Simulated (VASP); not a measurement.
# TiC (Fm-3m) in VASP: a series of runs

The runs below take TiC through single point, with r2SCAN.

All numbers are computed with VASP 6.6.1; they aren't measurements. Logs are shortened: lines on timing, memory, paths and dates and some standing lists are left out, and cuts for length are marked.

## 1. The cell of the first run

The structure is cubic, space group Fm-3m (No. 225). Conventional cell: a = 4.329 Å, b = 4.329 Å, c = 4.329 Å, α = 90.00°, β = 90.00°, γ = 90.00°. Within 2.9 Å of Ti (site symmetry m-3m) lie 6 C at 2.16 Å. Within 2.9 Å of C (site symmetry m-3m) lie 6 Ti at 2.16 Å.

## 2. Single point, r2SCAN

Input file POSCAR:

```
TiC
1.0
    0.0000000000      2.1642569601      2.1642569601
    2.1642569601      0.0000000000      2.1642569601
    2.1642569601      2.1642569601      0.0000000000
Ti C
1 1
Direct
    0.0000000000      0.0000000000      0.0000000000
    0.5000000000      0.5000000000      0.5000000000
```

Input file INCAR.step1:

```
PREC     = Accurate       # precision mode
ENCUT    = 520            # plane-wave cutoff, eV
ISMEAR   = -1             # smearing method
SIGMA    = 0.1            # smearing width, eV
LREAL    = F              # projectors in reciprocal space
LASPH    = T              # aspherical terms in the spheres
NELM     = 100            # most SCF steps
NBANDS   = 15             # bands
GGA      = PE             # functional
ALGO     = Normal         # electronic algorithm
EDIFF    = 1E-4           # SCF threshold, eV
LWAVE    = T              # write WAVECAR
LCHARG   = F              # write CHGCAR
```

Input file INCAR.step2:

```
PREC     = Accurate       # precision mode
ENCUT    = 520            # plane-wave cutoff, eV
EDIFF    = 1E-6           # SCF threshold, eV
ISMEAR   = -1             # smearing method
SIGMA    = 0.1            # smearing width, eV
LREAL    = F              # projectors in reciprocal space
LASPH    = T              # aspherical terms in the spheres
NELM     = 100            # most SCF steps
ALGO     = Normal         # electronic algorithm
ISIF     = 2              # what is computed and relaxed
LWAVE    = F              # write WAVECAR
LCHARG   = T              # write CHGCAR
METAGGA  = R2SCAN         # meta-GGA
LMIXTAU  = T            
LELF     = T              # ELF
LVHAR    = T            
NBANDS   = 15             # bands
ISTART   = 1
```

Input file KPOINTS:

```
regular mesh
0
Gamma
  13 13 13
```

Potentials or basis: VASP PAW PBE potentials, release 64 (Ti_sv, C).

Run with:

```sh
cat potpaw_PBE.64/Ti_sv/POTCAR potpaw_PBE.64/C/POTCAR > POTCAR
cp INCAR.step1 INCAR
mpirun -np 1 vasp_std > vasp.out
cp INCAR.step2 INCAR
mpirun -np 1 vasp_std > vasp.out
```

OUTCAR:

```text
PREC = Accurate
   ENCUT = 520
   EDIFF = 1E-6
   ISMEAR = -1
   LREAL = F
   LASPH = T
   NELM = 100
   ISIF = 2
   METAGGA = R2SCAN
   ISTART = 1

 ion  position               nearest neighbor table
   1  0.000  0.000  0.000-   2 2.16   2 2.16   2 2.16   2 2.16   2 2.16   2 2.16
   2  0.500  0.500  0.500-   1 2.16   1 2.16   1 2.16   1 2.16   1 2.16   1 2.16

  LATTYP: Found a face centered cubic cell.
 ALAT       =     4.3285139202

  Lattice vectors:

 A1 = (   0.0000000000,   2.1642569601,   2.1642569601)
 A2 = (   2.1642569601,   0.0000000000,   2.1642569601)
 A3 = (   2.1642569601,   2.1642569601,   0.0000000000)

Analysis of symmetry for initial positions (statically):
=====================================================================
 Subroutine PRICEL returns:
 Original cell was already a primitive cell.

 Routine SETGRP: Setting up the symmetry group for a
 face centered cubic supercell.

 Subroutine GETGRP returns: Found 48 space group operations
 (whereof 48 operations were pure point group operations)
 out of a pool of 48 trial point group operations.

The static configuration has the point symmetry O_h .

Analysis of symmetry for dynamics (positions and initial velocities):
=====================================================================
 Subroutine PRICEL returns:
 Original cell was already a primitive cell.

 Routine SETGRP: Setting up the symmetry group for a
 face centered cubic supercell.

 Subroutine GETGRP returns: Found 48 space group operations
 (whereof 48 operations were pure point group operations)
 out of a pool of 48 trial point group operations.

The dynamic configuration has the point symmetry O_h .

 Subroutine INISYM returns: Found 48 space group operations
 (whereof 48 operations are pure point group operations),
 and found     1 'primitive' translations

----------------------------------------------------------------------------------------

                                     Primitive cell

  volume of cell :      20.2748

  direct lattice vectors                    reciprocal lattice vectors
     0.000000000  2.164256960  2.164256960    -0.231026172  0.231026172  0.231026172
     2.164256960  0.000000000  2.164256960     0.231026172 -0.231026172  0.231026172
     2.164256960  2.164256960  0.000000000     0.231026172  0.231026172 -0.231026172

  length of vectors
     3.060721545  3.060721545  3.060721545     0.400149067  0.400149067  0.400149067

  position of ions in fractional coordinates (direct lattice)
     0.000000000  0.000000000  0.000000000
     0.500000000  0.500000000  0.500000000

  ion indices of the primitive-cell ions
   primitive index   ion index
                 1           1
                 2           2

----------------------------------------------------------------------------------------

 KPOINTS: regular mesh

Automatic generation of k-mesh.
 Grid dimensions read from file:
 generate k-points for:   13   13   13

 Generating k-lattice:

  Cartesian coordinates                     Fractional coordinates (reciprocal lattice)
    -0.017771244  0.017771244  0.017771244     0.076923077  0.000000000  0.000000000
     0.017771244 -0.017771244  0.017771244     0.000000000  0.076923077  0.000000000
     0.017771244  0.017771244 -0.017771244     0.000000000  0.000000000  0.076923077

  Length of vectors
     0.030780697  0.030780697  0.030780697

  Shift w.r.t. Gamma in fractional coordinates (k-lattice)
     0.000000000  0.000000000  0.000000000

 Subroutine IBZKPT returns following result:
 ===========================================

 Found     84 irreducible k-points:

 Following reciprocal coordinates:
            Coordinates               Weight
  0.000000  0.000000  0.000000      1.000000
  0.076923  0.000000  0.000000      8.000000
  0.153846  0.000000  0.000000      8.000000
  0.230769  0.000000  0.000000      8.000000
  0.307692  0.000000  0.000000      8.000000
  0.384615  0.000000  0.000000      8.000000
[... 16 lines left out ...]
  0.384615  0.153846  0.000000     24.000000
  0.461538  0.153846  0.000000     24.000000
 [... further k-points ...]
   k-points           NKPTS =     84   k-points in BZ     NKDIM =     84   number of bands    NBANDS=     15
   number of dos      NEDOS =    301   number of ions     NIONS =      2
   total plane-waves  NPLWV =  13824
   dimension x,y,z NGX =    24 NGY =   24 NGZ =   24
   dimension x,y,z NGXF=    48 NGYF=   48 NGZF=   48
   ions per type =               1   1
   NGX,Y,Z   is equivalent  to a cutoff of  13.04, 13.04, 13.04 a.u.
   NGXF,Y,Z  is equivalent  to a cutoff of  26.07, 26.07, 26.07 a.u.
 SYSTEM =  unknown system
   PREC   = accura    normal or accurate (medium, high low for compatibility)
   ISTART =      1    job   : 0-new  1-cont  2-samecut
   ICHARG =      0    charge: 1-file 2-atom 10-const
   ISPIN  =      1    spin polarized calculation?
   LNONCOLLINEAR =      F non collinear calculations
   LSORBIT =      F    spin-orbit coupling
   LASPH  =      T    aspherical Exc in radial PAW
   ENCUT  =  520.0 eV  38.22 Ry    6.18 a.u.   5.69  5.69  5.69*2*pi/ulx,y,z
   NELM   =    100;   NELMIN=  2; NELMDL=  0     # of ELM steps
   EDIFF  = 0.1E-05   stopping-criterion for ELM
   LREAL  =      F    real-space projection
   EDIFFG = 0.1E-04   stopping-criterion for IOM
   NSW    =      0    number of steps for IOM
   IBRION =     -1    ionic relax: 0-MD 1-quasi-New 2-CG
   NFREE  =      0    steps in history (QN), initial steepest desc. (CG)
   ISIF   =      2    stress and relaxation
   ISYM   =      2    0-nonsym 1-usesym 2-fastsym
   POTIM  = 0.5000    time-step for ionic-motion
   TEBEG  =    0.0;   TEEND  =   0.0 temperature during run
   PSTRESS=    0.0 pullay stress
   NELECT =      16.0000    total number of electrons
   NUPDOWN=      -1.0000    fix difference up-down
   EMIN   =  10.00;   EMAX   =-10.00  energy-range for DOS
   EFERMI =   0.00;   METHOD = LEGACY
   ISMEAR =    -1;   SIGMA  =   0.10  broadening in eV -4-tet -1-fermi 0-gaus
   EFERMI_NEDOS =   21; number of points for ismear=-14 and -15
   IALGO  =     38    algorithm
   IMIX   =      4    mixing-type and parameters
     AMIX     =   0.40;   BMIX     =  1.00
     AMIX_MAG =   1.60;   BMIX_MAG =  1.00
  volume/ion in A,a.u.               =      10.14        68.41
  Fermi-wavevector in a.u.,A,eV,Ry     =   1.512850  2.858873 31.139879  2.288717
  Thomas-Fermi vector in A             =   2.622720
   LORBIT       =      0    0 simple, 1 ext, 2 COOP (PROOUT), +10 PAW based schemes
   METAGGA = R2SCAN    functional components
   LHFCALC =     F    Hartree Fock is set to
   AEXX    =    0.0000 exact exchange contribution
   IVDW    =     0    specifies the selected vdW correction
   LEPSILON=     F    determine dielectric tensor
   LRPA    =     F    only Hartree local field effects (RPA)
 non-spin polarized calculation
  energy-cutoff  :      520.00
  volume of cell :       20.27
 maximum number of plane-waves:       557
   NGX = 11   NGY = 11   NGZ = 11

 number of electron      16.0000001 magnetization

 Free energy of the ion-electron system (eV)
  ---------------------------------------------------
  ext. energy  EPLUGINS =         0.00000000
  ---------------------------------------------------
  free energy    TOTEN  =       -24.87338889 eV

  energy without entropy =      -24.86520102  energy(sigma->0) =      -24.86929496

 E-fermi :   9.5135     XC(G=0): -13.6006

 val. band max:        9.3643024391   @ k =   0.1538   0.1538   0.0000
 cond. band min:       9.5770126670   @ k =   0.3846   0.3077   0.0000
 fundamental gap:      0.2127102279
 Fermi energy:         9.5135192495

 k-point     1 :       0.0000    0.0000    0.0000
  band No.  band energies     occupation
      1     -49.4582      2.00000
      2     -24.4352      2.00000
      3     -24.4351      2.00000
      4     -24.4351      2.00000
      5      -3.7031      2.00000
      6      10.3786      0.00035
      7      10.3786      0.00035
      8      10.3786      0.00035
      9      11.1810      0.00000
     10      11.1810      0.00000
     11      11.1810      0.00000
     12      11.2350      0.00000
     13      11.2350      0.00000
     14      20.7395      0.00000
     15      24.3520      0.00000

 k-point     2 :       0.0769    0.0000    0.0000
  band No.  band energies     occupation
      1     -49.4539      2.00000
      2     -24.4659      2.00000
      3     -24.4379      2.00000
      4     -24.4379      2.00000
      5      -3.5656      2.00000
      6       9.6409      0.43727
      7       9.8344      0.07771
      8       9.8344      0.07769
      9      10.6310      0.00003
     10      10.6310      0.00003
     11      11.5985      0.00000
     12      12.5336      0.00000
     13      12.5337      0.00000
     14      20.9940      0.00000
     15      24.3723      0.00000

 k-point     3 :       0.1538    0.0000    0.0000
  band No.  band energies     occupation
      1     -49.4419      2.00000
      2     -24.5505      2.00000
      3     -24.4455      2.00000
      4     -24.4454      2.00000
      5      -3.1665      2.00000
      6       8.3782      1.99998
      7       8.7630      1.99890
      8       8.7630      1.99890
      9      10.8958      0.00000
     10      10.8958      0.00000
     11      12.0486      0.00000
     12      13.9249      0.00000
     13      13.9249      0.00000
     14      21.5131      0.00000
     15      24.3064      0.00000

 k-point     4 :       0.2308    0.0000    0.0000
  band No.  band energies     occupation
      1     -49.4249      2.00000
      2     -24.6679      2.00000
      3     -24.4562      2.00000
      4     -24.4561      2.00000
      5      -2.5441      2.00000
      6       6.9804      2.00000
      7       7.8466      2.00000
      8       7.8466      2.00000
      9      11.3364      0.00000
     10      11.3364      0.00000
     11      12.4438      0.00000
     12      15.2778      0.00000
     13      15.2778      0.00000
     14      21.4601      0.00000
     15      24.5319      0.00000
[... 307 lines left out ...]
 k-point    22 :       0.3077    0.1538    0.0000
  band No.  band energies     occupation
      1     -49.4077      2.00000
      2     -24.7160      2.00000
      3     -24.5042      2.00000
      4     -24.4973      2.00000
      5      -2.0410      2.00000
      6       5.8474      2.00000
      7       7.6041      2.00000
      8       8.1667      2.00000
      9      10.5132      0.00009
     10      12.0866      0.00000
     11      13.2634      0.00000
     12      14.3981      0.00000
     13      16.3600      0.00000
     14      22.4017      0.00000
     15      24.6378      0.00000

 k-point    23 :       0.3846    0.1538    0.0000
  band No.  band energies     occupation
      1     -49.3920      2.00000
      2     -24.8122      2.00000
      3     -24.5167      2.00000
      4     -24.5125      2.00000
      5      -1.3744      2.00000
      6       5.0950      2.00000
      7       6.8446      2.00000
      8       7.4949      2.00000
      9      11.0833      0.00000
     10      12.5259      0.00000
     11      13.4843      0.00000
     12      15.3711      0.00000
     13      16.9826      0.00000
     14      21.4619      0.00000
     15      25.2982      0.00000

 k-point    24 :       0.4615    0.1538    0.0000
  band No.  band energies     occupation
      1     -49.3803      2.00000
      2     -24.8818      2.00000
      3     -24.5384      2.00000
      4     -24.5130      2.00000
      5      -0.7492      2.00000
      6       4.3882      2.00000
      7       6.4261      2.00000
      8       6.9808      2.00000
      9      11.7039      0.00000
     10      12.7627      0.00000
     11      13.6587      0.00000
     12      16.3264      0.00000
     13      17.1043      0.00000
     14      20.5902      0.00000
     15      24.9899      0.00000

 [... further k-points ...]
[... 5 lines left out ...]
  --------------------------------------------------------------------------------------
  -------------------------------------------------------------------------------------
  Total        0.1036866      0.1036866      0.1036866      0.0000000      0.0000000     -0.0000000
  in kB        8.1936352      8.1936352      8.1936352      0.0000000      0.0000000     -0.0000000
  external PRESSURE =       8.1936352 kB  Pullay stress =       0.0000000 kB

 VOLUME and BASIS-vectors are now :
 -----------------------------------------------------------------------------
  energy-cutoff  :      520.00
  volume of cell :       20.27
      direct lattice vectors                 reciprocal lattice vectors
     0.000000000  2.164256960  2.164256960    -0.231026172  0.231026172  0.231026172
     2.164256960  0.000000000  2.164256960     0.231026172 -0.231026172  0.231026172
     2.164256960  2.164256960  0.000000000     0.231026172  0.231026172 -0.231026172

 POSITION                                       TOTAL-FORCE (eV/Angst)
 -----------------------------------------------------------------------------------
      0.00000      0.00000      0.00000         0.000000     -0.000000      0.000000
      2.16426      2.16426      2.16426        -0.000000      0.000000     -0.000000
 -----------------------------------------------------------------------------------
    total drift:                                0.000000     -0.000000     -0.000000

  FREE ENERGIE OF THE ION-ELECTRON SYSTEM (eV)
  ---------------------------------------------------
  free  energy   TOTEN  =       -24.8733888855 eV

  energy  without entropy=      -24.8652010247  energy(sigma->0) =      -24.86929496
```

It took 38 s on 1 thread of Intel Xeon 6975P-C (Granite Rapids), shared host; peak memory 0.16 GiB.

Results:

* Free energy: -24.8734 eV
* Pressure: 0.8 GPa
* Band gap on the k mesh: zero (band 8 reaches 10.38 eV, above the bottom of band 9 at 9.06 eV)

Levels at points of the mesh, in eV from the Fermi level:
| k point | band 5 | band 6 | band 7 | band 8 | band 9 | band 10 | band 11 | band 12 |
| --- | --- | --- | --- | --- | --- | --- | --- | --- |
| (0.00, 0.00, 0.00) | -13.22 | 0.87 | 0.87 | 0.87 | 1.67 | 1.67 | 1.67 | 1.72 |

Caveat: the PAW data sets were made with another functional, which shifts forces and pressure a little.

## 3. Single point, r2SCAN

Input file POSCAR:

```
TiC
1.0
    0.0000000000      2.1642569600      2.1642569600
    2.1642569600      0.0000000000      2.1642569600
    2.1642569600      2.1642569600      0.0000000000
Ti C
1 1
Direct
    0.0000000000      0.0000000000      0.0000000000
    0.5000000000      0.5000000000      0.5000000000
```

Input file INCAR.step1:

```
PREC = Accurate
ENCUT = 520
ISMEAR = -1
SIGMA = 0.1
LREAL = False
LASPH = True
NELM = 80
NBANDS = 15
GGA = PE
ALGO = Normal
EDIFF = 1E-4
LWAVE = True
LCHARG = False
```

Input file INCAR.step2:

```
PREC = Accurate
ENCUT = 520
EDIFF = 1E-6
ISMEAR = -1
SIGMA = 0.1
LREAL = False
LASPH = True
NELM = 80
ALGO = Normal
ISIF = 2
LWAVE = False
LCHARG = False
METAGGA = R2SCAN
LMIXTAU = True
NBANDS = 15
ISTART = 1
```

KPOINTS is that of step 2.

Potentials or basis: VASP PAW PBE potentials, release 64 (Ti_sv, C).

Run with:

```sh
cat potpaw_PBE.64/Ti_sv/POTCAR potpaw_PBE.64/C/POTCAR > POTCAR
cp INCAR.step1 INCAR
mpirun -np 1 vasp_std > vasp.out
cp INCAR.step2 INCAR
mpirun -np 1 vasp_std > vasp.out
```

It took 40 s on 1 thread of Intel Xeon 6975P-C (Granite Rapids), shared host; peak memory 0.16 GiB.

It converged, with:

```
Free energy            : -24.8734 eV
Pressure               : 0.8 GPa
Band gap on the k mesh : zero (band 8 reaches 10.38 eV, above the bottom of band 9 at 9.06 eV)
```

Levels at points of the mesh, in eV from the Fermi level:
```csv
k point,band 4,band 5,band 6,band 7,band 8,band 9,band 10,band 11,band 12,band 13
"(0.00, 0.00, 0.00)",-33.95,-13.22,0.87,0.87,0.87,1.67,1.67,1.67,1.72,1.72
```

Caveat: the PAW data sets were made with another functional, which shifts forces and pressure a little.
